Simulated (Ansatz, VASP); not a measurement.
## AlCo in VASP and in Ansatz

File INCAR:

```
PREC = Accurate ; ENCUT = 520
EDIFF = 1E-6 ; ISMEAR = 0
SIGMA = 0.15 ; LREAL = False
LASPH = True ; NELM = 100
ALGO = Fast ; ISIF = 2
LWAVE = False ; LCHARG = False
GGA = PS ; NBANDS = 13
```

File KPOINTS:

```
regular mesh
0
Gamma
  22 22 22
```

Contents of POSCAR:

```
AlCo
1.0
    2.6955691866      0.0000000000      0.0000000000
    0.0000000000      2.6955691866      0.0000000000
    0.0000000000      0.0000000000      2.8225855357
Al Co
1 1
Direct
    0.0000000000      0.0000000000      0.0000000000
    0.5000000000      0.5000000000      0.5000000000
```

Input for Ansatz:

```yaml
crystal:
  lattice:
    - [2.6955691866, 0.0, 0.0]
    - [0.0, 2.6955691866, 0.0]
    - [0.0, 0.0, 2.8225855357]
  atoms:
    - { symbol: Al, position: [0.0, 0.0, 0.0] }
    - { symbol: Co, position: [0.5, 0.5, 0.5] }
basis:
  ecutwfc: 420
kpoints:
  mp_grid: { grid: [22, 22, 22] }
hamiltonian:
  xc: pbesol
scf:
  occupations: { method: gaussian, width: 0.15 }
output:
  forces: true
  stress: true
  eigenvalues: true
```

Change from the starting cell: strain -0.0450 x Voigt [1, 1, 0, 0, 0, 0], atoms carried along.

Alike in both runs: task single point; functional PBEsol; k mesh 22 × 22 × 22; occupations gaussian, width 0.15 eV; no spin polarisation.

```csv
,VASP,Ansatz
version,VASP 6.6.1,Ansatz 0.2.0
potentials or method,"VASP PAW PBE potentials, release 64 (Al, Co), cutoff 520 eV","scalar-relativistic, plane waves, PAW"
valence electrons in the cell,12,20
```

|  | VASP | Ansatz | Ansatz less VASP |
| --- | --- | --- | --- |
| gap on the k mesh at the Fermi level (eV) | none | none | - |
| pressure (GPa) | 21.3 | 22.1 | +0.78 |
| traceless stress, the component that is largest in VASP (GPa) | -5.83 | -5.82 | +0.003 |

VASP's potentials were made for PBE, not for PBEsol. A gap of «none» marks a metal or a gap that the smearing closes. VASP's potentials hold 12 valence electrons a cell and Ansatz's 20, so a difference there can come from the potentials and not from the codes.
